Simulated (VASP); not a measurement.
Runs of VASP 6.6.1 on BP. The structure is that of space group F-43m (No. 216), or close to it. The cells are those of the table. 

| task | cell | cutoff (eV) | gap on the mesh (eV) | pressure (GPa) |
| --- | --- | --- | --- | --- |
| relaxation of cell and atoms | relaxed from a = 3.209 Å, angles 60.0°, 2 atoms | 600 | 1.15 | 0.0 |
| relaxation of cell and atoms | relaxed to 4 GPa from a = 3.209 Å, angles 60.0°, 2 atoms | 600 | 1.12 | 4.0 |
| single point | a = 3.173 Å, angles 60.0°, 2 atoms | 520 | 1.12 | 4.1 |
| single point | a = 3.184 Å, angles 60.0°, 2 atoms | 520 | 1.14 | 2.1 |
| relaxation of cell and atoms | relaxed to 6 GPa from a = 3.209 Å, angles 60.0°, 2 atoms | 600 | 1.11 | 6.0 |
| relaxation of cell and atoms | relaxed to 8 GPa from a = 3.209 Å, angles 60.0°, 2 atoms | 600 | 1.10 | 8.0 |
| single point | a = 3.196 Å, angles 60.0°, 2 atoms | 520 | 1.15 | (b) |
| single point | a = 3.150 Å, angles 60.0°, 2 atoms | 520 | 1.10 | 8.1 |
| relaxation of cell and atoms | relaxed to 2 GPa from a = 3.209 Å, angles 60.0°, 2 atoms | 600 | 1.14 | 2.0 |
| single point | a = 3.161 Å, angles 60.0°, 2 atoms | 520 | 1.11 | (a) |

Alike in all rows: level PBEsol; potentials or basis VASP PAW PBE potentials, release 64 (B, P); no spin polarisation; k mesh 8 × 8 × 8; smearing gaussian 0.01 eV.

Question: Fill in the values left out.

Answer: (a) 6.1; (b) 0.1.

Caveats: the PAW data sets were made with another functional, which shifts forces and pressure a little; the cell is relaxed towards a set pressure, so the enthalpy falls and the energy may rise (some runs).

A k mesh can miss the band edges.
